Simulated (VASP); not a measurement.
Wanted: the native input for a VASP 6.6.1 run.

```yaml
Task: single point
Functional: PBE
Potentials_or_basis: VASP PAW PBE potentials, release 64 (Be, Si, Br)
Cutoff: 520 eV
k_mesh: 18 × 18 × 6
Occupations: gaussian, width 0.1 eV
Spin: no spin polarisation
Dipole_correction: no
Further_INCAR_settings: ALGO = Normal; EDIFF = 1e-07; NBANDS = 16
```

The structure of BeSi2Br lies in POSCAR:

```
BeSi2Br
1.0
    2.7984823717      0.0000000000      0.0000000000
   -1.3992411858      2.4235568259      0.0000000000
    0.0000000000      0.0000000000     10.3924953411
Be Si Br
1 2 1
Direct
    0.0000000000      0.0000000000      0.5000000000
    0.0000000000      0.0000000000      0.7168134961
    0.0000000000      0.0000000000      0.2831865039
    0.0000000000      0.0000000000      0.0000000000
```

The cell was generated, and may not be a known phase.

The input as run:

INCAR

```
SYSTEM = BeSi2Br
PREC     = Accurate       ! precision mode
ENCUT    = 520            ! plane-wave cutoff, eV
EDIFF    = 1E-7           ! SCF threshold, eV
ISMEAR   = 0              ! smearing method
SIGMA    = 0.1            ! smearing width, eV
LREAL    = .False.        ! projectors in reciprocal space
LASPH    = .True.         ! aspherical terms in the spheres
NELM     = 80             ! most SCF steps
ALGO     = Normal         ! electronic algorithm
ISIF     = 2              ! what is computed and relaxed
LWAVE    = .False.        ! write WAVECAR
LCHARG   = .False.        ! write CHGCAR
GGA      = PE             ! functional
NBANDS   = 16             ! bands
```

KPOINTS

```
Automatic mesh
0
Gamma
  18 18 6
  0 0 0
```

Potentials or basis: VASP PAW PBE potentials, release 64 (Be, Si, Br).

Launch:

```sh
$ cat potpaw_PBE.64/Be/POTCAR potpaw_PBE.64/Si/POTCAR potpaw_PBE.64/Br/POTCAR > POTCAR
$ mpirun -np 1 vasp_std > vasp.out
```

Results of the run:

```yaml
Pressure: 0.0 GPa
Largest_force: 0.003 eV/Å
Band_gap_on_the_k_mesh: zero (an odd number of electrons rules out a gap without spin polarisation)
```

Caveat: an odd number of electrons without spin polarisation forces a metal; a magnetic or distorted state may lie lower.

Wall time 99 s on 1 thread of Intel(R) Xeon(R) 6975P-C (Granite Rapids), on a shared host, peak memory 0.32 GiB.
